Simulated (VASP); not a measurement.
# CsCl (Pm-3m) in VASP: further runs

CsCl is run at these levels: r2SCAN; tasks: single point, relaxation of cell and atoms.

All numbers are computed with VASP 6.6.1; they aren't measurements. Logs are shortened: lines on timing, memory, paths and dates and some standing lists are left out, and cuts for length are marked.

### 1 The cell of the first run

The structure is cubic, space group Pm-3m (No. 221). The conventional cell has a = 4.221 Å, b = 4.221 Å, c = 4.221 Å, α = 90.00°, β = 90.00°, γ = 90.00°. Cs (site symmetry m-3m) has 8 Cl at 3.66 Å and 6 Cs at 4.22 Å within 4.8 Å. Cl (site symmetry m-3m) has 8 Cs at 3.66 Å and 6 Cl at 4.22 Å within 4.8 Å.

### 2 Single point, r2SCAN (37.61 Å³/atom)

File POSCAR:

```
CsCl
1.0
    4.2213767997      0.0000000000      0.0000000000
    0.0000000000      4.2213767997      0.0000000000
    0.0000000000      0.0000000000      4.2213767997
Cs Cl
1 1
Direct
    0.0000000000      0.0000000000      0.0000000000
    0.5000000000      0.5000000000      0.5000000000
```

File INCAR.step1:

```
  ALGO = Normal
  EDIFF = 1E-5
  ENCUT = 550
  GGA = PE
  GGA_COMPAT = F
  ISMEAR = 0
  LASPH = T
  LCHARG = F
  LREAL = F
  LWAVE = T
  NBANDS = 15
  NELM = 120
  PREC = Accurate
  SIGMA = 0.02
```

File INCAR.step2:

```
  ALGO = Normal
  EDIFF = 1E-6
  ENCUT = 550
  GGA_COMPAT = F
  ISIF = 2
  ISMEAR = 0
  ISTART = 1
  LASPH = T
  LCHARG = F
  LMIXTAU = T
  LREAL = F
  LWAVE = F
  METAGGA = R2SCAN
  NBANDS = 15
  NELM = 120
  PREC = Accurate
  SIGMA = 0.02
```

File KPOINTS:

```
k-points
0
Gamma
  6 6 6
```

Potentials or basis: VASP PAW PBE potentials, release 64 (Cs_sv, Cl).

Command:

```sh
cat potpaw_PBE.64/Cs_sv/POTCAR potpaw_PBE.64/Cl/POTCAR > POTCAR
cp INCAR.step1 INCAR
mpirun -np 1 vasp_std > vasp.out
cp INCAR.step2 INCAR
mpirun -np 1 vasp_std > vasp.out
```

OUTCAR:

```text
EDIFF = 1E-6
   ENCUT = 550
   ISIF = 2
   ISMEAR = 0
   ISTART = 1
   LASPH = T
   LREAL = F
   METAGGA = R2SCAN
   NELM = 120
   PREC = Accurate

 ion  position               nearest neighbor table
   1  0.000  0.000  0.000-
   2  0.500  0.500  0.500-

  LATTYP: Found a simple cubic cell.
 ALAT       =     4.2213767997

  Lattice vectors:

 A1 = (   4.2213767997,   0.0000000000,   0.0000000000)
 A2 = (   0.0000000000,   4.2213767997,   0.0000000000)
 A3 = (   0.0000000000,   0.0000000000,   4.2213767997)

Analysis of symmetry for initial positions (statically):
=====================================================================
 Subroutine PRICEL returns:
 Original cell was already a primitive cell.

 Routine SETGRP: Setting up the symmetry group for a
 simple cubic supercell.

 Subroutine GETGRP returns: Found 48 space group operations
 (whereof 48 operations were pure point group operations)
 out of a pool of 48 trial point group operations.

The static configuration has the point symmetry O_h .

Analysis of symmetry for dynamics (positions and initial velocities):
=====================================================================
 Subroutine PRICEL returns:
 Original cell was already a primitive cell.

 Routine SETGRP: Setting up the symmetry group for a
 simple cubic supercell.

 Subroutine GETGRP returns: Found 48 space group operations
 (whereof 48 operations were pure point group operations)
 out of a pool of 48 trial point group operations.

The dynamic configuration has the point symmetry O_h .

 Subroutine INISYM returns: Found 48 space group operations
 (whereof 48 operations are pure point group operations),
 and found     1 'primitive' translations

----------------------------------------------------------------------------------------

                                     Primitive cell

  volume of cell :      75.2250

  direct lattice vectors                    reciprocal lattice vectors
     4.221376800  0.000000000  0.000000000     0.236889538  0.000000000  0.000000000
     0.000000000  4.221376800  0.000000000     0.000000000  0.236889538  0.000000000
     0.000000000  0.000000000  4.221376800     0.000000000  0.000000000  0.236889538

  length of vectors
     4.221376800  4.221376800  4.221376800     0.236889538  0.236889538  0.236889538

  position of ions in fractional coordinates (direct lattice)
     0.000000000  0.000000000  0.000000000
     0.500000000  0.500000000  0.500000000

  ion indices of the primitive-cell ions
   primitive index   ion index
                 1           1
                 2           2
[... 78 lines left out ...]
   NELECT =      16.0000    total number of electrons
   NUPDOWN=      -1.0000    fix difference up-down
   EMIN   =  10.00;   EMAX   =-10.00  energy-range for DOS
   EFERMI =   0.00;   METHOD = LEGACY
   ISMEAR =     0;   SIGMA  =   0.02  broadening in eV -4-tet -1-fermi 0-gaus
   EFERMI_NEDOS =   21; number of points for ismear=-14 and -15
   IALGO  =     38    algorithm
   IMIX   =      4    mixing-type and parameters
     AMIX     =   0.40;   BMIX     =  1.00
     AMIX_MAG =   1.60;   BMIX_MAG =  1.00
  volume/ion in A,a.u.               =      37.61       253.82
  Fermi-wavevector in a.u.,A,eV,Ry     =   0.977224  1.846685 12.993106  0.954966
  Thomas-Fermi vector in A             =   2.107904
   LORBIT       =      0    0 simple, 1 ext, 2 COOP (PROOUT), +10 PAW based schemes
   METAGGA = R2SCAN    functional components
   LHFCALC =     F    Hartree Fock is set to
   AEXX    =    0.0000 exact exchange contribution
   IVDW    =     0    specifies the selected vdW correction
   LEPSILON=     F    determine dielectric tensor
   LRPA    =     F    only Hartree local field effects (RPA)
 non-spin polarized calculation
 Gauss-broadening in eV      SIGMA  =   0.02
  energy-cutoff  :      550.00
  volume of cell :       75.23
 maximum number of plane-waves:      2272
   NGX = 17   NGY = 17   NGZ = 17

 number of electron      15.9999992 magnetization

 Free energy of the ion-electron system (eV)
  ---------------------------------------------------
  ext. energy  EPLUGINS =         0.00000000
  ---------------------------------------------------
  free energy    TOTEN  =       -35.51386320 eV

  energy without entropy =      -35.51386320  energy(sigma->0) =      -35.51386320

 E-fermi :  -0.8718     XC(G=0):  -8.3345

 val. band max:       -1.0430518254   @ k =   0.0000   0.0000   0.0000
 cond. band min:       4.6738803053   @ k =   0.0000   0.0000   0.0000
 fundamental gap:      5.7169321308
 Fermi energy:        -0.8717627832

 k-point     1 :       0.0000    0.0000    0.0000
  band No.  band energies     occupation
      1     -21.0343      2.00000
      2     -13.6807      2.00000
      3      -7.1896      2.00000
      4      -7.1896      2.00000
      5      -7.1896      2.00000
      6      -1.0431      2.00000
      7      -1.0431      2.00000
      8      -1.0431      2.00000
      9       4.6739      0.00000
     10       4.9067      0.00000
     11       4.9067      0.00000
     12       9.4474      0.00000
     13       9.4474      0.00000
     14       9.4474      0.00000
[... 329 lines left out ...]
      2     -13.5372      2.00000
      3      -7.6457      2.00000
      4      -7.6457      2.00000
      5      -7.6457      2.00000
      6      -1.9783      2.00000
      7      -1.9783      2.00000
      8      -1.9783      2.00000
      9       7.8269      0.00000
     10       7.8269      0.00000
     11       7.8269      0.00000
     12       9.8498      0.00000
     13       9.8498      0.00000
     14       9.8498      0.00000
     15      11.5529      0.00000

------------------------ aborting loop because EDIFF is reached ----------------------------------------

  FORCE on cell =-STRESS in cart. coord.  units (eV):
  Direction    XX          YY          ZZ          XY          YZ          ZX
  --------------------------------------------------------------------------------------
  -------------------------------------------------------------------------------------
  Total       -0.4175881     -0.4175881     -0.4175881      0.0000000      0.0000000      0.0000000
  in kB       -8.8939839     -8.8939839     -8.8939839      0.0000000      0.0000000      0.0000000
  external PRESSURE =      -8.8939839 kB  Pullay stress =       0.0000000 kB

 VOLUME and BASIS-vectors are now :
 -----------------------------------------------------------------------------
  energy-cutoff  :      550.00
  volume of cell :       75.23
      direct lattice vectors                 reciprocal lattice vectors
     4.221376800  0.000000000  0.000000000     0.236889538  0.000000000  0.000000000
     0.000000000  4.221376800  0.000000000     0.000000000  0.236889538  0.000000000
     0.000000000  0.000000000  4.221376800     0.000000000  0.000000000  0.236889538

 POSITION                                       TOTAL-FORCE (eV/Angst)
 -----------------------------------------------------------------------------------
      0.00000      0.00000      0.00000         0.000000      0.000000      0.000000
      2.11069      2.11069      2.11069         0.000000      0.000000      0.000000
 -----------------------------------------------------------------------------------
    total drift:                                0.000000      0.000000     -0.000000

  FREE ENERGIE OF THE ION-ELECTRON SYSTEM (eV)
  ---------------------------------------------------
  free  energy   TOTEN  =       -35.5138632009 eV

  energy  without entropy=      -35.5138632009  energy(sigma->0) =      -35.51386320
```

Run time: 80 s. Hardware: 1 thread of Intel Xeon 8259CL, shared host; peak memory 0.19 GiB.

What came out:

```yaml
Free_energy: -35.5139 eV
Pressure: -0.9 GPa
Band_gap_on_the_k_mesh: 5.72 eV
```

Levels at points of the mesh, in eV from the valence-band top:
```tsv
k point	band 5	band 6	band 7	band 8	band 9	band 10	band 11	band 12
(0.00, 0.00, 0.00)	-6.15	0.00	0.00	0.00	5.72	5.95	5.95	10.49
(0.50, 0.00, 0.00)	-6.04	-1.01	-0.18	-0.18	6.91	7.96	9.18	9.88
(0.50, 0.50, 0.00)	-5.97	-0.42	-0.42	-0.03	6.48	6.58	8.54	8.54
(0.50, 0.50, 0.50)	-6.60	-0.94	-0.94	-0.94	8.87	8.87	8.87	10.89
```

Caveat: the PAW data sets were made with another functional, which shifts forces and pressure a little; spin-orbit coupling is left out, which moves the levels of the heavy elements. r2SCAN opens gaps a little over a GGA but as a rule still falls short of measured ones.

### 3 Single point, r2SCAN (39.03 Å³/atom)

This run uses another cell than the first one, of 39.03 Å³/atom.

File POSCAR:

```
CsCl
1.0
    4.2738216256      0.0000000000      0.0000000000
    0.0000000000      4.2738216256      0.0000000000
    0.0000000000      0.0000000000      4.2738216256
Cs Cl
1 1
Direct
    0.0000000000      0.0000000000      0.0000000000
    0.5000000000      0.5000000000      0.5000000000
```

File INCAR.step1:

```
SYSTEM = CsCl
  ALGO = Normal
  EDIFF = 1E-5
  ENCUT = 550
  GGA = PE
  GGA_COMPAT = .False.
  ISMEAR = 0
  LASPH = .True.
  LCHARG = .False.
  LREAL = .False.
  LWAVE = .True.
  NBANDS = 15
  NELM = 120
  PREC = Accurate
  SIGMA = 0.02
```

File INCAR.step2:

```
SYSTEM = CsCl
  ALGO = Normal
  EDIFF = 1E-6
  ENCUT = 550
  GGA_COMPAT = .False.
  ISIF = 2
  ISMEAR = 0
  ISTART = 1
  LASPH = .True.
  LCHARG = .True.
  LELF = .True.
  LMIXTAU = .True.
  LREAL = .False.
  LVHAR = .True.
  LWAVE = .False.
  METAGGA = R2SCAN
  NBANDS = 15
  NELM = 120
  PREC = Accurate
  SIGMA = 0.02
```

File KPOINTS:

```
k-points
0
Gamma
  6 6 6
  0 0 0
```

Potentials or basis: VASP PAW PBE potentials, release 64 (Cs_sv, Cl).

Command:

```sh
cat potpaw_PBE.64/Cs_sv/POTCAR potpaw_PBE.64/Cl/POTCAR > POTCAR
cp INCAR.step1 INCAR
mpirun -np 1 vasp_std > vasp.out
cp INCAR.step2 INCAR
mpirun -np 1 vasp_std > vasp.out
```

Wall time 2.2 min (1 thread of Intel Xeon 8259CL, shared host); peak memory 0.22 GiB.

It converged, with:

- Free energy: -35.4944 eV
- Pressure: -1.3 GPa
- Band gap on the k mesh: 5.55 eV

Levels at points of the mesh, in eV from the valence-band top:
```csv
k point,band 6,band 7,band 8,band 9,band 10,band 11
"(0.00, 0.00, 0.00)",0.00,0.00,0.00,5.55,5.97,5.97
"(0.50, 0.00, 0.00)",-0.95,-0.15,-0.15,6.88,7.78,8.94
"(0.50, 0.50, 0.00)",-0.41,-0.41,-0.01,6.44,6.54,8.48
"(0.50, 0.50, 0.50)",-0.86,-0.86,-0.86,8.71,8.71,8.71
```

Caveat: the PAW data sets were made with another functional, which shifts forces and pressure a little; spin-orbit coupling is left out, which moves the levels of the heavy elements. r2SCAN opens gaps a little over a GGA but as a rule still falls short of measured ones.

### 4 Relaxation of cell and atoms, r2SCAN

This run uses another cell than the first one, of 35.04 Å³/atom.

File POSCAR:

```
CsCl
1.0
    4.1230000000      0.0000000000      0.0000000000
    0.0000000000      4.1230000000      0.0000000000
    0.0000000000      0.0000000000      4.1230000000
Cs Cl
1 1
Direct
    0.0000000000      0.0000000000      0.0000000000
    0.5000000000      0.5000000000      0.5000000000
```

File INCAR.step1:

```
ALGO = Normal ; EDIFF = 1E-5
EDIFFG = -0.005 ; ENCUT = 550
GGA = PE ; GGA_COMPAT = F
IBRION = 2 ; ISIF = 3
ISMEAR = 0 ; LASPH = T
LCHARG = F ; LREAL = F
LWAVE = T ; NELM = 120
NELMIN = 4 ; NSW = 100
PREC = Accurate ; SIGMA = 0.02
```

File INCAR.step2:

```
ALGO = Normal ; EDIFF = 1E-7
EDIFFG = -0.005 ; ENCUT = 550
GGA_COMPAT = F ; IBRION = 2
ISIF = 3 ; ISMEAR = 0
ISTART = 1 ; LASPH = T
LCHARG = F ; LMIXTAU = T
LREAL = F ; LWAVE = F
METAGGA = R2SCAN ; NELM = 120
NELMIN = 4 ; NSW = 100
PREC = Accurate ; SIGMA = 0.02
```

File KPOINTS:

```
k-points
0
Gamma
  6 6 6
```

Command:

```sh
cat potpaw_PBE.64/Cs_sv/POTCAR potpaw_PBE.64/Cl/POTCAR > POTCAR
cp INCAR.step1 INCAR
mpirun -np 1 vasp_std > vasp.out
cp INCAR.step2 INCAR
mpirun -np 1 vasp_std > vasp.out
```

It took 3.7 min on 1 thread of Intel Xeon 8259CL, shared host; peak memory 0.2 GiB.

It converged, with:

```yaml
Free_energy: -35.5250 eV
Relaxed_volume: 35.56 Å³/atom
Relaxed_cell: a = 4.143 Å, b = 4.143 Å, c = 4.143 Å, α = 90.00°, β = 90.00°, γ = 90.00°
Space_group_after_relaxing_to_0.1_Å: Pm-3m (No. 221)
Energy_gained_by_relaxing: 0.4 meV/atom
Ionic_steps: 3
Pressure_after_relaxing: 0.0 GPa
Band_gap_on_the_k_mesh: 5.91 eV
```

The path:
```
step  energy change (eV)  largest force (eV/Å)  pressure (GPa)  volume (Å³)
   1              0.0000                0.0000            0.28        70.09
   2             -0.0008                0.0000            0.11        70.71
   3             -0.0009                0.0000            0.00        71.11
```

Final structure:
```
Cs Cl
1.0
     4.14296    0.00000    0.00000
     0.00000    4.14296    0.00000
     0.00000    0.00000    4.14296
Cs Cl
1 1
Cartesian
  0.0000 0.0000 0.0000
  2.0715 2.0715 2.0715
```

Levels at points of the mesh, in eV from the valence-band top:
```
           k point  band 6  band 7  band 8  band 9  band 10  band 11
(0.00, 0.00, 0.00)    0.00    0.00    0.00    5.91     5.91     5.99
(0.50, 0.00, 0.00)   -1.12   -0.22   -0.22    6.94     8.24     9.56
(0.50, 0.50, 0.00)   -0.43   -0.43   -0.05    6.55     6.64     8.62
(0.50, 0.50, 0.50)   -1.06   -1.06   -1.06    9.12     9.12     9.12
```

Caveat: the PAW data sets were made with another functional, which shifts forces and pressure a little; spin-orbit coupling is left out, which moves the levels of the heavy elements.

### 5 The runs side by side

| task | cell | gap on the mesh (eV) | pressure (GPa) |
| --- | --- | --- | --- |
| single point | a = 4.221 Å, 2 atoms | 5.72 | -0.9 |
| single point | a = 4.274 Å, 2 atoms | 5.55 | -1.3 |
| relaxation of cell and atoms | relaxed from a = 4.123 Å, 2 atoms | 5.91 | 0.0 |

Alike in all rows: level r2SCAN; potentials or basis VASP PAW PBE potentials, release 64 (Cs_sv, Cl); no spin polarisation; k mesh 6 × 6 × 6; cutoff (eV) 550; smearing gaussian 0.02 eV.

Caveats: the PAW data sets were made with another functional, which shifts forces and pressure a little; spin-orbit coupling is left out, which moves the levels of the heavy elements.

Absolute energies hang on the potentials; compare differences alone.
